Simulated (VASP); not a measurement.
Here is a VASP 6.6.1 calculation.

File INCAR:

```
PREC     = Accurate       # precision mode
ENCUT    = 520            # plane-wave cutoff, eV
EDIFF    = 1E-7           # SCF threshold, eV
ISMEAR   = 0              # smearing method
SIGMA    = 0.1            # smearing width, eV
LREAL    = F              # projectors in reciprocal space
LASPH    = T              # aspherical terms in the spheres
NELM     = 100            # most SCF steps
ALGO     = Fast           # electronic algorithm
ISIF     = 2              # what is computed and relaxed
LWAVE    = F              # write WAVECAR
LCHARG   = F              # write CHGCAR
GGA      = PE             # functional
NBANDS   = 41             # bands
```

KPOINTS

```
Automatic mesh
0
Gamma
  4 4 6
```

POSCAR

```
Ag2Pd
1.0
    5.6647006240      0.0000000000      0.0000000000
    0.0000000000      5.6647006240      0.0000000000
    0.0000000000      0.0000000000      4.5001226921
Ag Pd
4 2
Direct
    0.3247959878      0.3247959878      0.0000000000
    0.1752040122      0.8247959878      0.5000000000
    0.6752040122      0.6752040122      0.0000000000
    0.8247959878      0.1752040122      0.5000000000
    0.0000000000      0.0000000000      0.0000000000
    0.5000000000      0.5000000000      0.5000000000
```

Potentials or basis: VASP PAW PBE potentials, release 64 (Ag, Pd).

The run is started by

```bash
$ cat potpaw_PBE.64/Ag/POTCAR potpaw_PBE.64/Pd/POTCAR > POTCAR
$ mpirun -np 1 vasp_std > vasp.out
```

Q: What does it give for the band gap on the k mesh?

A: Zero (band 32 reaches 4.58 eV, above the bottom of band 33 at 3.56 eV).

Q: What does it give for the pressure?

A: -0.1 GPa.

Q: Estimate the largest force.

A: 0.013 eV/Å.

Stress tensor (GPa, compression positive):
```
-0.04  0.00  0.00
 0.00 -0.04  0.00
 0.00  0.00 -0.18
```
